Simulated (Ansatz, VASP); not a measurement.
# GaC2: VASP beside Ansatz

```
Ga C
1.0
     1.65313   -9.00129    0.00000
     1.65313    9.00129    0.00000
     0.00000    0.00000    2.63737
Ga C
2 4
Direct
  0.81180 0.18820 0.75000
  0.18820 0.81180 0.25000
  0.99946 0.00054 0.75000
  0.00054 0.99946 0.25000
  0.68899 0.31101 0.75000
  0.31101 0.68899 0.25000
```

Change from the starting cell: the structure that the rattled Cu2Sb type (P4/nmm, No. 129) fell into.

Alike in both runs: functional PBE; k mesh 12 × 12 × 14; occupations gaussian, width 0.1 eV; no spin polarisation.

Ansatz relaxed the structure, and its values are those at the end. VASP's run is a single point on that final structure, the one shown.

|  | VASP | Ansatz |
| --- | --- | --- |
| version | VASP 6.6.1 | Ansatz 0.2.0 |
| potentials or method | VASP PAW PBE potentials, release 64 (Ga_d, C), cutoff 520 eV | scalar-relativistic, plane waves, PAW |
| valence electrons in the cell | 42 | 42 |

Ansatz gave:

```
gap on the k mesh at the Fermi level (eV) : none
pressure (GPa)                            : 0.0
rms of the force components (eV/Å)        : 0.000
```

Problem. Which values does VASP return?

Solution. gap on the k mesh at the Fermi level (eV): none; pressure (GPa): 0.2; rms of the force components (eV/Å): 0.007.

A gap of «none» marks a metal or a gap that the smearing closes.
